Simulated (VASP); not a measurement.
# C in VASP: settings compared

Aim: see how the results for C move with the level of theory and the settings. Levels: PBEsol+D3(BJ), LDA, BLYP+D3(BJ). Tasks: single point.

Everything below comes from runs of VASP 6.6.1. Logs are shortened: lines on timing, memory, paths and dates and some standing lists are left out, and cuts for length are marked.

**1. The cell of the first run**

It takes space group Fmmm (No. 69, orthorhombic). Conventional cell: a = 2.459 Å, b = 4.256 Å, c = 6.632 Å, α = 90.00°, β = 90.00°, γ = 90.00°. Within 1.9 Å of C (site symmetry m2m) lie 3 C at 1.42 Å.

**2. Single point, PBEsol+D3(BJ)**

INCAR

```
PREC = Accurate
ENCUT = 520
EDIFF = 1E-6
ISMEAR = -1
SIGMA = 0.1
LREAL = False
LASPH = True
NELM = 80
ALGO = Normal
ISIF = 2
LWAVE = False
LCHARG = False
GGA = PS
IVDW = 12
NBANDS = 16
```

KPOINTS

```
regular mesh
0
Gamma
  12 12 4
```

POSCAR

```
C
1.0
    2.4578196797      0.0007785738      0.0000000000
   -1.2282530388      2.1289134921      0.0000000000
    0.0000000000      0.0000000000      6.6316042012
C
4
Direct
    0.0833085236      0.9166914764      0.7500075137
    0.5833085236      0.4166914764      0.2499924863
    0.9166914764      0.0833085236      0.2499924863
    0.4166914764      0.5833085236      0.7500075137
```

Potentials or basis: VASP PAW PBE potentials, release 64 (C).

On the command line:

```sh
$ cat potpaw_PBE.64/C/POTCAR > POTCAR
$ mpirun -np 1 vasp_std > vasp.out
```

OUTCAR:

```text
PREC = Accurate
   ENCUT = 520
   EDIFF = 1E-6
   ISMEAR = -1
   LREAL = False
   LASPH = True
   NELM = 80
   ISIF = 2
   GGA = PS
   IVDW = 12
 IVDW          = 12

 ion  position               nearest neighbor table
   1  0.083  0.917  0.750-   4 1.42   4 1.42   4 1.42
   2  0.583  0.417  0.250-   3 1.42   3 1.42   3 1.42
   3  0.917  0.083  0.250-   2 1.42   2 1.42   2 1.42
   4  0.417  0.583  0.750-   1 1.42   1 1.42   1 1.42

  LATTYP: Found a base centered orthorhombic cell.
 ALAT       =     2.4591507518
 B/A-ratio  =     1.7308007939
 C/A-ratio  =     2.6967050297

  Lattice vectors:

 A1 = (   2.4578196797,   0.0007785738,   0.0000000000)
 A2 = (  -1.2282530388,   2.1289134921,   0.0000000000)
 A3 = (   0.0000000000,   0.0000000000,   6.6316042012)

Analysis of symmetry for initial positions (statically):
=====================================================================
 Subroutine PRICEL returns:
 Original cell was already a primitive cell.

 Routine SETGRP: Setting up the symmetry group for a
 base centered orthorhombic supercell.

 Subroutine GETGRP returns: Found  8 space group operations
 (whereof  4 operations were pure point group operations)
 out of a pool of  8 trial point group operations.

The static configuration has the point symmetry C_2h.
 The point group associated with its full space group is D_2h.

Analysis of symmetry for dynamics (positions and initial velocities):
=====================================================================
 Subroutine PRICEL returns:
 Original cell was already a primitive cell.

 Routine SETGRP: Setting up the symmetry group for a
 base centered orthorhombic supercell.

 Subroutine GETGRP returns: Found  8 space group operations
 (whereof  4 operations were pure point group operations)
 out of a pool of  8 trial point group operations.

The dynamic configuration has the point symmetry C_2h.
 The point group associated with its full space group is D_2h.

 Subroutine INISYM returns: Found  8 space group operations
 (whereof  4 operations are pure point group operations),
 and found     1 'primitive' translations

----------------------------------------------------------------------------------------

                                     Primitive cell

  volume of cell :      34.7061

  direct lattice vectors                    reciprocal lattice vectors
     2.457819680  0.000778574  0.000000000     0.406790328  0.234693170  0.000000000
    -1.228253039  2.128913492  0.000000000    -0.000148769  0.469637342  0.000000000
     0.000000000  0.000000000  6.631604201     0.000000000  0.000000000  0.150793077

  length of vectors
     2.457819803  2.457819803  6.631604201     0.469637366  0.469637366  0.150793077

  position of ions in fractional coordinates (direct lattice)
     0.083308524  0.916691476  0.750007514
     0.583308524  0.416691476  0.249992486
     0.916691476  0.083308524  0.249992486
     0.416691476  0.583308524  0.750007514

  ion indices of the primitive-cell ions
   primitive index   ion index
                 1           1
                 2           2
                 3           3
                 4           4

----------------------------------------------------------------------------------------

 KPOINTS: regular mesh

Automatic generation of k-mesh.
 Grid dimensions read from file:
 generate k-points for:   12   12    4

 Generating k-lattice:

  Cartesian coordinates                     Fractional coordinates (reciprocal lattice)
     0.033899194  0.019557764  0.000000000     0.083333333 -0.000000000  0.000000000
    -0.000012397  0.039136445  0.000000000     0.000000000  0.083333333  0.000000000
     0.000000000  0.000000000  0.037698269     0.000000000  0.000000000  0.250000000

  Length of vectors
     0.039136447  0.039136447  0.037698269

  Shift w.r.t. Gamma in fractional coordinates (k-lattice)
     0.000000000  0.000000000  0.000000000

 Subroutine IBZKPT returns following result:
 ===========================================

 Found    129 irreducible k-points:

 Following reciprocal coordinates:
            Coordinates               Weight
  0.000000  0.000000  0.000000      1.000000
  0.083333  0.000000  0.000000      4.000000
  0.166667  0.000000  0.000000      4.000000
  0.250000  0.000000  0.000000      4.000000
  0.333333 -0.000000  0.000000      4.000000
  0.416667 -0.000000  0.000000      4.000000
[... 16 lines left out ...]
  0.500000  0.166667  0.000000      4.000000
 -0.416667  0.166667  0.000000      4.000000
 [... further k-points ...]
   k-points           NKPTS =    129   k-points in BZ     NKDIM =    129   number of bands    NBANDS=     16
   number of dos      NEDOS =    301   number of ions     NIONS =      4
   total plane-waves  NPLWV =  16200
   dimension x,y,z NGX =    18 NGY =   18 NGZ =   50
   dimension x,y,z NGXF=    36 NGYF=   36 NGZF=  100
   ions per type =               4
   NGX,Y,Z   is equivalent  to a cutoff of  12.18, 12.18, 12.53 a.u.
   NGXF,Y,Z  is equivalent  to a cutoff of  24.35, 24.35, 25.07 a.u.
 SYSTEM =  unknown system
   PREC   = accura    normal or accurate (medium, high low for compatibility)
   ISTART =      0    job   : 0-new  1-cont  2-samecut
   ICHARG =      2    charge: 1-file 2-atom 10-const
   ISPIN  =      1    spin polarized calculation?
   LNONCOLLINEAR =      F non collinear calculations
   LSORBIT =      F    spin-orbit coupling
   LASPH  =      T    aspherical Exc in radial PAW
   ENCUT  =  520.0 eV  38.22 Ry    6.18 a.u.   4.57  4.57 12.33*2*pi/ulx,y,z
   NELM   =     80;   NELMIN=  2; NELMDL= -5     # of ELM steps
   EDIFF  = 0.1E-05   stopping-criterion for ELM
   LREAL  =      F    real-space projection
   EDIFFG = 0.1E-04   stopping-criterion for IOM
   NSW    =      0    number of steps for IOM
   IBRION =     -1    ionic relax: 0-MD 1-quasi-New 2-CG
   NFREE  =      0    steps in history (QN), initial steepest desc. (CG)
   ISIF   =      2    stress and relaxation
   ISYM   =      2    0-nonsym 1-usesym 2-fastsym
   POTIM  = 0.5000    time-step for ionic-motion
   TEBEG  =    0.0;   TEEND  =   0.0 temperature during run
   PSTRESS=    0.0 pullay stress
   NELECT =      16.0000    total number of electrons
   NUPDOWN=      -1.0000    fix difference up-down
   EMIN   =  10.00;   EMAX   =-10.00  energy-range for DOS
   EFERMI =   0.00;   METHOD = LEGACY
   ISMEAR =    -1;   SIGMA  =   0.10  broadening in eV -4-tet -1-fermi 0-gaus
   EFERMI_NEDOS =   21; number of points for ismear=-14 and -15
   IALGO  =     38    algorithm
   IMIX   =      4    mixing-type and parameters
     AMIX     =   0.40;   BMIX     =  1.00
     AMIX_MAG =   1.60;   BMIX_MAG =  1.00
  volume/ion in A,a.u.               =       8.68        58.55
  Fermi-wavevector in a.u.,A,eV,Ry     =   1.264677  2.389892 21.761253  1.599407
  Thomas-Fermi vector in A             =   2.397969
   LORBIT       =      0    0 simple, 1 ext, 2 COOP (PROOUT), +10 PAW based schemes
   GGA     = PS    functional components
   LHFCALC =     F    Hartree Fock is set to
   AEXX    =    0.0000 exact exchange contribution
   IVDW    =    12    specifies the selected vdW correction
   LEPSILON=     F    determine dielectric tensor
   LRPA    =     F    only Hartree local field effects (RPA)
 non-spin polarized calculation
  energy-cutoff  :      520.00
  volume of cell :       34.71
 maximum number of plane-waves:       955
   NGX =  9   NGY =  9   NGZ = 25

 number of electron      15.9999994 magnetization

 Free energy of the ion-electron system (eV)
  ---------------------------------------------------
  ext. energy  EPLUGINS =         0.00000000
  ---------------------------------------------------
  free energy    TOTEN  =       -38.55693859 eV

  energy without entropy =      -38.55328112  energy(sigma->0) =      -38.55510986

 E-fermi :   4.7444     XC(G=0): -10.6449

 val. band max:        4.5618929159   @ k =   0.3333   0.3333   0.2500
 cond. band min:       4.7505149646   @ k =   0.3333   0.3333   0.5000
 fundamental gap:      0.1886220488
 Fermi energy:         4.7444147396

 k-point     1 :       0.0000    0.0000    0.0000
  band No.  band energies     occupation
      1     -14.9412      2.00000
      2     -14.6033      2.00000
      3      -3.9333      2.00000
      4      -1.7930      2.00000
      5       1.7650      2.00000
      6       1.7873      2.00000
[... 8 lines left out ...]
     15      16.2647      0.00000
     16      16.4259      0.00000

 k-point     2 :       0.0833    0.0000    0.0000
  band No.  band energies     occupation
      1     -14.7744      2.00000
      2     -14.4398      2.00000
      3      -3.7298      2.00000
      4      -1.6036      2.00000
      5       1.1124      2.00000
      6       1.1553      2.00000
[... 8 lines left out ...]
     15      15.6475      0.00000
     16      15.8949      0.00000

 k-point     3 :       0.1667    0.0000    0.0000
  band No.  band energies     occupation
      1     -14.2760      2.00000
      2     -13.9515      2.00000
      3      -3.1234      2.00000
      4      -1.0422      2.00000
      5      -0.5503      2.00000
      6      -0.4741      2.00000
[... 8 lines left out ...]
     15      15.7066      0.00000
     16      15.9554      0.00000

 k-point     4 :       0.2500    0.0000    0.0000
  band No.  band energies     occupation
      1     -13.4515      2.00000
      2     -13.1437      2.00000
      3      -2.6808      2.00000
      4      -2.5657      2.00000
      5      -2.1284      2.00000
      6      -0.2481      2.00000
[... 8 lines left out ...]
     15      18.2781      0.00000
     16      18.2813      0.00000
[... 324 lines left out ...]
 k-point    22 :       0.4167    0.1667    0.0000
  band No.  band energies     occupation
      1      -9.0465      2.00000
      2      -9.0455      2.00000
      3      -8.0876      2.00000
      4      -8.0780      2.00000
      5      -3.5202      2.00000
      6      -3.4170      2.00000
[... 8 lines left out ...]
     15      16.5132      0.00000
     16      17.9593      0.00000

 k-point    23 :       0.5000    0.1667    0.0000
  band No.  band energies     occupation
      1     -10.4264      2.00000
      2     -10.1821      2.00000
      3      -6.7035      2.00000
      4      -6.5407      2.00000
      5      -3.3304      2.00000
      6      -3.2352      2.00000
[... 8 lines left out ...]
     15      17.8226      0.00000
     16      18.7024      0.00000

 k-point    24 :      -0.4167    0.1667    0.0000
  band No.  band energies     occupation
      1     -11.8326      2.00000
      2     -11.5561      2.00000
      3      -4.7424      2.00000
      4      -4.6363      2.00000
      5      -2.7403      2.00000
      6      -2.6728      2.00000
[... 8 lines left out ...]
     15      17.4391      0.00000
     16      18.2843      0.00000

 [... further k-points ...]

------------------------ aborting loop because EDIFF is reached ----------------------------------------

 Edisp (eV)   -0.44610

 E8    (eV) :    -0.2169

  FORCE on cell =-STRESS in cart. coord.  units (eV):
  Direction    XX          YY          ZZ          XY          YZ          ZX
  --------------------------------------------------------------------------------------
  -------------------------------------------------------------------------------------
  Total       0.22953     0.22977    -0.01992     0.00021    -0.00000     0.00000
  in kB      10.59605    10.60721    -0.91974     0.00966    -0.00000     0.00000
  external pressure =        6.76 kB  Pullay stress =        0.00 kB

 VOLUME and BASIS-vectors are now :
 -----------------------------------------------------------------------------
  energy-cutoff  :      520.00
  volume of cell :       34.71
      direct lattice vectors                 reciprocal lattice vectors
     2.457819680  0.000778574  0.000000000     0.406790328  0.234693170  0.000000000
    -1.228253039  2.128913492  0.000000000    -0.000148769  0.469637342  0.000000000
     0.000000000  0.000000000  6.631604201     0.000000000  0.000000000  0.150793077

 POSITION                                       TOTAL-FORCE (eV/Angst)
 -----------------------------------------------------------------------------------
     -0.92117      1.95162      4.97375        -0.000185      0.000107     -0.000033
      0.92186      0.88755      1.65785        -0.000185      0.000107      0.000033
      2.15074      0.17807      1.65785         0.000185     -0.000107      0.000033
      0.30770      1.24214      4.97375         0.000185     -0.000107     -0.000033
 -----------------------------------------------------------------------------------
    total drift:                                0.000000     -0.000000      0.000000

  FREE ENERGIE OF THE ION-ELECTRON SYSTEM (eV)
  ---------------------------------------------------
  free  energy   TOTEN  =       -39.0030398778 eV

  energy  without entropy=      -38.9993824151  energy(sigma->0) =      -39.00121115
```

Wall time 22 s (1 thread of Intel Xeon 6975P-C (Granite Rapids), shared host); peak memory 0.18 GiB.

Results:

| Property | Result |
| --- | --- |
| Free energy | -39.0030 eV |
| Pressure | 0.7 GPa |
| Band gap on the k mesh | zero (filled and empty bands touch) |
| Dispersion energy per atom | -0.112 eV |

Caveat: the PAW data sets were made with another functional, which shifts forces and pressure a little.

**3. Single point, LDA**

INCAR

```
SYSTEM = C
PREC = Accurate
ENCUT = 520
EDIFF = 1E-7
ISMEAR = -1
SIGMA = 0.1
LREAL = .False.
LASPH = .True.
NELM = 60
ALGO = Normal
ISIF = 2
LWAVE = .False.
LCHARG = .False.
GGA = CA
NBANDS = 16
```

KPOINTS

```
Automatic mesh
0
Gamma
  12 12 4
  0 0 0
```

POSCAR

```
C
1.0
    2.4445714924      0.0007011210      0.0000000000
   -1.2216959268      2.1174015528      0.0000000000
    0.0000000000      0.0000000000      6.7093646834
C
4
Direct
    0.0833065367      0.9166934633      0.7500518995
    0.5833065367      0.4166934633      0.2499481005
    0.9166934633      0.0833065367      0.2499481005
    0.4166934633      0.5833065367      0.7500518995
```

Potentials or basis: VASP PAW LDA potentials, release 64 (C).

On the command line:

```sh
$ cat potpaw_LDA.64/C/POTCAR > POTCAR
$ mpirun -np 1 vasp_std > vasp.out
```

Wall time 22 s (1 thread of Intel Xeon 6975P-C (Granite Rapids), shared host); peak memory 0.16 GiB.

The run converged. Its results:

```yaml
Free_energy: -40.4388 eV
Pressure: 0.8 GPa
Band_gap_on_the_k_mesh: zero (filled and empty bands touch)
```

Stress tensor (GPa, compression positive):
```
 1.26  0.00  0.00
 0.00  1.26  0.00
 0.00  0.00 -0.15
```

Levels at points of the mesh, in eV from the Fermi level:
```tsv
k point	band 6	band 7	band 8	band 9	band 10	band 11
(0.00, 0.00, 0.00)	-2.98	-2.97	-2.96	3.80	8.42	8.46
(0.50, 0.00, 0.00)	-6.42	-2.50	-2.50	1.86	1.86	7.75
(0.50, 0.50, 0.00)	-6.41	-3.08	-1.60	0.87	2.51	7.52
(0.00, 0.00, 0.50)	-2.98	-2.97	-2.97	6.46	6.46	8.47
(0.50, 0.00, 0.50)	-6.42	-2.40	-2.40	1.60	1.60	7.74
(0.50, 0.50, 0.50)	-6.44	-2.39	-2.39	1.61	1.61	7.72
```

**4. Single point, BLYP+D3(BJ)**

INCAR

```
  PREC = Accurate
  ENCUT = 520
  EDIFF = 1E-6
  ISMEAR = -1
  SIGMA = 0.1
  LREAL = F
  LASPH = T
  NELM = 80
  ALGO = Normal
  ISIF = 2
  LWAVE = F
  LCHARG = T
  GGA = B5
  ALDAX = 1.0
  AGGAX = 1.0
  AGGAC = 1.0
  ALDAC = 0.0
  IVDW = 12
  VDW_S6 = 1.0
  VDW_S8 = 2.6996
  VDW_A1 = 0.4298
  VDW_A2 = 4.2359
  LELF = T
  LVHAR = T
  NBANDS = 16
```

KPOINTS

```
Automatic mesh
0
Gamma
  12 12 4
```

POSCAR

```
C
1.0
    2.4695046488      0.0008279771      0.0000000000
   -1.2340528220      2.1390576262      0.0000000000
    0.0000000000      0.0000000000      6.5769864656
C
4
Direct
    0.0833071239      0.9166928761      0.7499990359
    0.5833071239      0.4166928761      0.2500009641
    0.9166928761      0.0833071239      0.2500009641
    0.4166928761      0.5833071239      0.7499990359
```

Potentials or basis: VASP PAW PBE potentials, release 64 (C).

On the command line:

```sh
$ cat potpaw_PBE.64/C/POTCAR > POTCAR
$ mpirun -np 1 vasp_std > vasp.out
```

Run time: 27 s. Hardware: 1 thread of Intel Xeon 6975P-C (Granite Rapids), shared host; peak memory 0.18 GiB.

The run converged. Its results:

```yaml
Free_energy: -35.7380 eV
Pressure: 0.4 GPa
Band_gap_on_the_k_mesh: zero (filled and empty bands touch)
Dispersion_energy_per_atom: -0.304 eV
```

Stress tensor (GPa, compression positive):
```
 0.57  0.00  0.00
 0.00  0.57  0.00
 0.00  0.00 -0.08
```

Levels at points of the mesh, in eV from the Fermi level:
```
           k point  band 5  band 6  band 7  band 8  band 9  band 10  band 11  band 12
(0.00, 0.00, 0.00)   -3.18   -3.16   -3.15   -3.14    4.52     8.29     8.34     8.38
(0.50, 0.00, 0.00)   -6.44   -6.44   -2.45   -2.45    1.94     1.94     7.48     7.48
(0.50, 0.50, 0.00)   -6.49   -6.42   -3.08   -1.46    0.93     2.57     7.23     7.69
(0.00, 0.00, 0.50)   -3.16   -3.16   -3.15   -3.15    7.32     7.32     8.36     8.36
(0.50, 0.00, 0.50)   -6.44   -6.44   -2.33   -2.33    1.66     1.66     7.47     7.47
(0.50, 0.50, 0.50)   -6.46   -6.46   -2.33   -2.33    1.68     1.68     7.45     7.45
```

Caveat: the PAW data sets were made with another functional, which shifts forces and pressure a little.

**5. The runs side by side**

```csv
level,potentials or basis,cell,gap on the mesh (eV),pressure (GPa)
PBEsol+D3(BJ),"VASP PAW PBE potentials, release 64 (C)","a = 2.458, b = 2.458, c = 6.632 Å, angles 90.0, 90.0, 120.0°, 4 atoms",none,0.7
LDA,"VASP PAW LDA potentials, release 64 (C)","a = 2.445, b = 2.445, c = 6.709 Å, angles 90.0, 90.0, 120.0°, 4 atoms",none,0.8
BLYP+D3(BJ),"VASP PAW PBE potentials, release 64 (C)","a = 2.470, b = 2.470, c = 6.577 Å, angles 90.0, 90.0, 120.0°, 4 atoms",none,0.4
```

Alike in all rows: task single point; no spin polarisation; k mesh 12 × 12 × 4; cutoff (eV) 520; smearing fermi-dirac 0.1 eV.

Caveats: the PAW data sets were made with another functional, which shifts forces and pressure a little (at least some runs).

Absolute energies hang on the potentials; compare differences alone.

The gap in the log of VASP goes by the Fermi energy; the results here count the filled bands.